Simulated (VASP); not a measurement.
# LiH (zincblende type) (F-43m) in VASP: a series of runs, part 3 of 3

VASP 6.6.1. Earlier steps stand in the parts before.

### 6 Electric field gradients, PBE (10.06 Å³/atom)

This run uses another cell than the first one, of 10.06 Å³/atom.

Contents of INCAR:

```
SYSTEM = LiH
PREC     = Accurate       ! precision mode
ENCUT    = 520            ! plane-wave cutoff, eV
EDIFF    = 1E-8           ! SCF threshold, eV
ISMEAR   = -1             ! smearing method
SIGMA    = 0.05           ! smearing width, eV
LREAL    = .FALSE.        ! projectors in reciprocal space
LASPH    = .TRUE.         ! aspherical terms in the spheres
NELM     = 60             ! most SCF steps
ALGO     = Normal         ! electronic algorithm
ISIF     = 2              ! what is computed and relaxed
LWAVE    = .FALSE.        ! write WAVECAR
LCHARG   = .FALSE.        ! write CHGCAR
GGA      = PE             ! functional
LEFG     = .TRUE.       
NBANDS   = 9              ! bands
```

Contents of KPOINTS:

```
regular mesh
0
G
  13 13 13
  0 0 0
```

Contents of POSCAR:

```
LiH
1.0
    0.0000000000      2.1590569286      2.1590569286
    2.1590569286      0.0000000000      2.1590569286
    2.1590569286      2.1590569286      0.0000000000
Li H
1 1
Direct
    0.0000000000      0.0000000000      0.0000000000
    0.2500000000      0.2500000000      0.2500000000
```

Potentials or basis: VASP PAW PBE potentials, release 64 (Li_sv, H).

Command:

```console
$ cat potpaw_PBE.64/Li_sv/POTCAR potpaw_PBE.64/H/POTCAR > POTCAR
$ mpirun -np 1 vasp_std > vasp.out
```

OUTCAR:

```text
SYSTEM = LiH
   PREC = Accurate
   ENCUT = 520
   EDIFF = 1E-8
   ISMEAR = -1
   LREAL = .FALSE.
   LASPH = .TRUE.
   NELM = 60
   ISIF = 2
   GGA = PE

 ion  position               nearest neighbor table
   1  0.000  0.000  0.000-
   2  0.250  0.250  0.250-

  LATTYP: Found a face centered cubic cell.
 ALAT       =     4.3181138572

  Lattice vectors:

 A1 = (   0.0000000000,   2.1590569286,   2.1590569286)
 A2 = (   2.1590569286,   0.0000000000,   2.1590569286)
 A3 = (   2.1590569286,   2.1590569286,   0.0000000000)

Analysis of symmetry for initial positions (statically):
=====================================================================
 Subroutine PRICEL returns:
 Original cell was already a primitive cell.

 Routine SETGRP: Setting up the symmetry group for a
 face centered cubic supercell.

[... 474 lines left out ...]
  energy-cutoff  :      520.00
  volume of cell :       20.13
      direct lattice vectors                 reciprocal lattice vectors
     0.000000000  2.159056929  2.159056929    -0.231582592  0.231582592  0.231582592
     2.159056929  0.000000000  2.159056929     0.231582592 -0.231582592  0.231582592
     2.159056929  2.159056929  0.000000000     0.231582592  0.231582592 -0.231582592

 POSITION                                       TOTAL-FORCE (eV/Angst)
 -----------------------------------------------------------------------------------
      0.00000      0.00000      0.00000        -0.000000     -0.000000     -0.000000
      1.07953      1.07953      1.07953         0.000000      0.000000      0.000000
 -----------------------------------------------------------------------------------
    total drift:                                0.000000      0.000000     -0.000000

  FREE ENERGIE OF THE ION-ELECTRON SYSTEM (eV)
  ---------------------------------------------------
  free  energy   TOTEN  =        -6.0299764114 eV

  energy  without entropy=       -6.0299764114  energy(sigma->0) =       -6.02997641

 Electric field gradients (V/A^2)
---------------------------------------------------------------------
 ion       V_xx      V_yy      V_zz      V_xy      V_xz      V_yz
---------------------------------------------------------------------
   1       0.000     0.000    -0.000    -0.001    -0.001    -0.001
   2      -0.000    -0.000    -0.000     0.000     0.000     0.000
---------------------------------------------------------------------

 Electric field gradients after diagonalization (V/A^2)
 (convention: |V_zz| > |V_xx| > |V_yy|)
----------------------------------------------------------------------
 ion       V_xx      V_yy      V_zz     asymmetry (V_yy - V_xx)/ V_zz
----------------------------------------------------------------------
   1       0.001     0.001    -0.003       0.000
   2      -0.000    -0.000     0.001       0.000
----------------------------------------------------------------------

           NMR quadrupolar parameters

 Cq : quadrupolar parameter    Cq=e*Q*V_zz/h
 eta: asymmetry parameters     (V_yy - V_xx)/ V_zz
 Q  : nuclear electric quadrupole moment in mb (millibarn)
----------------------------------------------------------------------
 ion       Cq(MHz)       eta       Q (mb)
----------------------------------------------------------------------
   1      -0.000       0.000       1.000
   2       0.000       0.000       1.000
----------------------------------------------------------------------
```

stdout:

```text
POSCAR found type information on POSCAR LiH
 POSCAR found :  2 types and       2 ions
 scaLAPACK will be used
 LDA part: xc-table for (Slater+PW92), standard interpolation
 POSCAR, INCAR and KPOINTS ok, starting setup
 FFT: planning ... GRIDC
 FFT: planning ... GRID_SOFT
 FFT: planning ... GRID
 WAVECAR not read
 entering main loop
ion   1

ion   2
```

Run time: 18 s. Hardware: 1 thread of Intel Xeon 8259CL, shared host; peak memory 0.14 GiB.

What came out:

```yaml
Free_energy: -6.0300 eV
Band_gap_on_the_k_mesh: 4.30 eV (least direct gap 5.24 eV)
Largest_electric_field_gradient_by_atom: zero within the noise of the run
```

Levels at points of the mesh, in eV from the valence-band top:
| k point | band 1 | band 2 | band 3 | band 4 | band 5 | band 6 |
| --- | --- | --- | --- | --- | --- | --- |
| (0.00, 0.00, 0.00) | -43.35 | -3.60 | 12.93 | 17.11 | 17.11 | 17.11 |

Caveat: the cutoff is under 1.25 times the usual one of these potentials, so pressure, stress and relaxed cells hold a basis-set (Pulay) error; an odd mesh through Γ misses points on the zone boundary, where band edges can lie.

### 7 Overview

| cell | gap on the mesh (eV) |
| --- | --- |
| a = 2.992 Å, angles 60.0°, 2 atoms | 4.39 |
| a = 3.033 Å, angles 60.0°, 2 atoms | 4.33 |
| a = 3.013 Å, angles 60.0°, 2 atoms | 4.36 |
| a = 3.053 Å, angles 60.0°, 2 atoms | 4.30 |

Alike in all rows: task electric field gradients; level PBE; potentials or basis VASP PAW PBE potentials, release 64 (Li_sv, H); no spin polarisation; k mesh 13 × 13 × 13; cutoff (eV) 520; smearing fermi-dirac 0.05 eV.

Caveats: the cutoff is under 1.25 times the usual one of these potentials, so pressure, stress and relaxed cells hold a basis-set (Pulay) error; an odd mesh through Γ misses points on the zone boundary, where band edges can lie.

Absolute energies hang on the potentials; compare differences alone.
